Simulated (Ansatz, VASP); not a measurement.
**TaC15: VASP beside Ansatz**

```
Ta C
1.0
     0.00000    3.56688    3.56688
     3.56688    0.00000    3.56688
     3.56688    3.56688    0.00000
Ta C
1 15
Direct
  0.00000 0.00000 0.00000
  0.00114 0.00114 0.49886
  0.00114 0.49886 0.00114
  0.00114 0.49886 0.49886
  0.49886 0.00114 0.00114
  0.49886 0.00114 0.49886
  0.49886 0.49886 0.00114
  0.50000 0.50000 0.50000
  0.14532 0.14532 0.14532
  0.14532 0.14532 0.56405
  0.14532 0.56405 0.14532
  0.12769 0.62410 0.62410
  0.56405 0.14532 0.14532
  0.62410 0.12769 0.62410
  0.62410 0.62410 0.12769
  0.62410 0.62410 0.62410
```

Alike in both runs: functional PBEsol; k mesh 4 × 4 × 4; occupations gaussian, width 0.05 eV; collinear spin; Hubbard terms Ta d U = 2.0 eV.

Ansatz relaxed the structure, and its values are those at the end. VASP's run is a single point on that final structure, the one shown.

```csv
,VASP,Ansatz
version,VASP 6.6.1,Ansatz 0.2.0
potentials or method,"VASP PAW PBE potentials, release 64 (Ta_pv, C), cutoff 600 eV","scalar-relativistic, plane waves, PAW"
valence electrons in the cell,71,73
```

Ansatz gave:

| Item | Value |
| --- | --- |
| gap on the k mesh at the Fermi level (eV) | none |
| rms of the force components (eV/Å) | 0.006 |
| net moment per atom (μB) | 0.02 |
| size of the moment on the site where the two differ most (μB) | 0.06 |

Problem. Which values does VASP return?

Solution. gap on the k mesh at the Fermi level (eV): none; rms of the force components (eV/Å): 0.093; net moment per atom (μB): 0.02; size of the moment on the site where the two differ most (μB): 0.15.

VASP's potentials were made for PBE, not for PBEsol. Site moments also hang on the region over which each program counts them. The programs project onto different local orbitals, so the same U acts differently, and such runs can settle in different states. A gap of «none» marks a metal or a gap that the smearing closes. VASP's potentials hold 71 valence electrons a cell and Ansatz's 73, so a difference there can come from the potentials and not from the codes. Ansatz's warnings: filled band counts differ across k points, stress scf threshold loose.

The k mesh is coarse, so the values compare programs but aren't converged. Neither program's run includes spin-orbit coupling.
